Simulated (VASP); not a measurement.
Here is a VASP 6.6.1 calculation.

Contents of INCAR:

```
SYSTEM = GdO
ALGO = Normal ; EDIFF = 1E-6
ENCUT = 520 ; GGA = PE
GGA_COMPAT = .FALSE. ; ISIF = 2
ISMEAR = -1 ; LASPH = .TRUE.
LCHARG = .FALSE. ; LMAXMIX = 6
LNONCOLLINEAR = .TRUE. ; LORBIT = 11
LORBMOM = .TRUE. ; LREAL = .FALSE.
LSORBIT = .TRUE. ; LWAVE = .FALSE.
MAGMOM = 4.041 4.041 4.041 0 0 0 ; NBANDS = 36
NELM = 150 ; PREC = Accurate
SIGMA = 0.05
```

The input KPOINTS:

```
k-points
0
G
  7 7 7
  0 0 0
```

POSCAR

```
GdO
1.0
    0.0000000000      2.7000000000      2.7000000000
    2.7000000000      0.0000000000      2.7000000000
    2.7000000000      2.7000000000      0.0000000000
Gd O
1 1
Direct
    0.0000000000      0.0000000000      0.0000000000
    0.7500000000      0.7500000000      0.7500000000
```

Potentials or basis: VASP PAW PBE potentials, release 64 (Gd, O).

Command:

```sh
$ cat potpaw_PBE.64/Gd/POTCAR potpaw_PBE.64/O/POTCAR > POTCAR
$ mpirun -np 1 vasp_ncl > vasp.out
```

Q: What does it give for the net moment?

A: 7.49 μB per cell.

Q: Predict the pressure.

A: -0.4 GPa.

Moments on the atoms (μB; x, y, z):
```
Gd   3.93  3.93  3.93
O   -0.01 -0.01 -0.01
```

Caveat: a cell with one magnetic atom can't hold antiferromagnetic order, which such compounds often take. The state reached can hang on the start; a lower one may exist.
